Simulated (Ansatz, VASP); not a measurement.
# Bi2Se3: VASP beside Ansatz

```
CELL_PARAMETERS angstrom
-2.62732 2.62732 5.87948
2.62732 -2.62732 5.87948
2.62732 2.62732 -5.87948
ATOMIC_POSITIONS crystal
Bi 0.41105 0.91105 0.50000
Bi 0.91105 0.41105 0.50000
Se 0.63858 0.13858 0.50000
Se 0.13858 0.63858 0.50000
Se 0.14186 0.14186 0.00000
```

Alike in both runs: functional PBE; k mesh 4 × 4 × 4; occupations gaussian, width 0.1 eV; no spin polarisation.

Ansatz relaxed the structure, and its values are those at the end. VASP's run is a single point on that final structure, the one shown.

|  | VASP | Ansatz |
| --- | --- | --- |
| version | VASP 6.6.1 | Ansatz 0.2.0 |
| potentials or method | VASP PAW PBE potentials, release 64 (Bi_d, Se), cutoff 520 eV | scalar-relativistic, plane waves, PAW |
| valence electrons in the cell | 48 | 78 |

VASP gave:

- gap on the k mesh at the Fermi level (eV): none
- pressure (GPa): 0.0
- rms of the force components (eV/Å): 0.002

Q: Which values does Ansatz return?

A: gap on the k mesh at the Fermi level (eV): none; pressure (GPa): 0.0; rms of the force components (eV/Å): 0.007.

A gap of «none» marks a metal or a gap that the smearing closes. With one functional, cell and mesh, what is left measures potentials, basis and numerics. VASP's potentials hold 48 valence electrons a cell and Ansatz's 78, so a difference there can come from the potentials and not from the codes.

The k mesh is coarse, so the values compare programs but aren't converged. Neither program's run includes spin-orbit coupling.
